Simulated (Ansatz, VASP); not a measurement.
## BaC2 in VASP and in Ansatz

```
CELL_PARAMETERS angstrom
2.69263 1.55459 2.35153
-2.69263 1.55459 2.35153
0.00000 -3.10918 2.35153
ATOMIC_POSITIONS crystal
Ba 0.00000 0.00000 0.00000
C 0.58494 0.58494 0.58494
C 0.41506 0.41506 0.41506
```

Alike in both runs: task single point; functional LDA; k mesh 9 × 9 × 9; occupations gaussian, width 0.05 eV; no spin polarisation.

```csv
,VASP,Ansatz
version,VASP 6.6.1,Ansatz 0.2.0
potentials or method,"VASP PAW LDA potentials, release 64 (Ba_sv, C), cutoff 520 eV","scalar-relativistic, plane waves, PAW"
valence electrons in the cell,18,18
```

```tsv
	VASP	Ansatz	Ansatz less VASP
gap on the k mesh at the Fermi level (eV)	1.17	1.29	+0.110
least direct gap on the mesh (eV)	2.40	2.46	+0.064
pressure (GPa)	3.0	1.9	-1.04
traceless stress, the component that is largest in VASP (GPa)	16.31	15.66	-0.651
rms of the force components (eV/Å)	2.587	2.552	-0.0354
```

LDA's correlation is that of Perdew and Zunger in VASP and of Perdew and Wang (1992) in Ansatz. Atom by atom the forces differ by 0.035 eV/Å (rms over components).

Neither program's run includes spin-orbit coupling.
